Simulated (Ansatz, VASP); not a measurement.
# One calculation of Mg, two programs

The input INCAR:

```
SYSTEM = Mg
  ALGO = Normal
  EDIFF = 1E-7
  ENCUT = 520
  GGA = PE
  ISIF = 2
  ISMEAR = -1
  LASPH = .TRUE.
  LCHARG = .TRUE.
  LELF = .TRUE.
  LREAL = .FALSE.
  LVHAR = .TRUE.
  LWAVE = .FALSE.
  NBANDS = 12
  NELM = 100
  PREC = Accurate
  SIGMA = 0.1
```

The input KPOINTS:

```
k-points
0
G
  13 13 4
  0 0 0
```

File POSCAR:

```
Mg
1.0
    3.1536153013      0.0000000000      0.0000000000
   -1.5768076506      2.7311109647      0.0000000000
    0.0000000000      0.0000000000     10.2576727907
Mg
4
Direct
    0.0000000000      0.0000000000      1.0000000000
    1.0000000000      0.0000000000      0.5000000000
    0.3333333333      0.6666666667      0.2500000000
    0.6666666667      0.3333333333      0.7500000000
```

Input for Ansatz:

```yaml
crystal:
  lattice:
    - [3.1536153013, 0.0, 0.0]
    - [-1.5768076506, 2.7311109647, 0.0]
    - [0.0, 0.0, 10.2576727907]
  atoms:
    - { symbol: Mg, position: [0.0, 0.0, 1.0] }
    - { symbol: Mg, position: [1.0, 0.0, 0.5] }
    - { symbol: Mg, position: [0.3333333333, 0.6666666667, 0.25] }
    - { symbol: Mg, position: [0.6666666667, 0.3333333333, 0.75] }
hamiltonian:
  xc: pbe
  pseudopotentials:
    kind: paw
    azcp:
      Mg: "pseudopotentials/Mg.paw.azcp"
basis:
  ecutwfc: 420
  fft_grid_basis: typed
kpoints:
  mp_grid: { grid: [13, 13, 4], shift: [0, 0, 0] }
magnetization:
  spin_polarized: false
scf:
  occupations: { method: fermi_dirac, width: 0.1 }
  lower_state_search: "off"
output:
  stress: true
  write_density: true
  write_potential: true
  elf: true
  volumetric_format: npy
```

Alike in both runs: task single point; functional PBE; k mesh 13 × 13 × 4; occupations fermi-dirac, width 0.1 eV; no spin polarisation.

|  | VASP | Ansatz |
| --- | --- | --- |
| version | VASP 6.6.1 | Ansatz 0.2.0 |
| potentials or method | VASP PAW PBE potentials, release 64 (Mg), cutoff 520 eV | plane waves (420 eV) with PAW, scalar-relativistic |
| valence electrons in the cell | 8 | 40 |

```csv
,VASP,Ansatz,Ansatz less VASP
pressure (GPa),1.6,1.7,+0.12
```

VASP's potentials hold 8 valence electrons a cell and Ansatz's 40, so a difference there can come from the potentials and not from the codes.
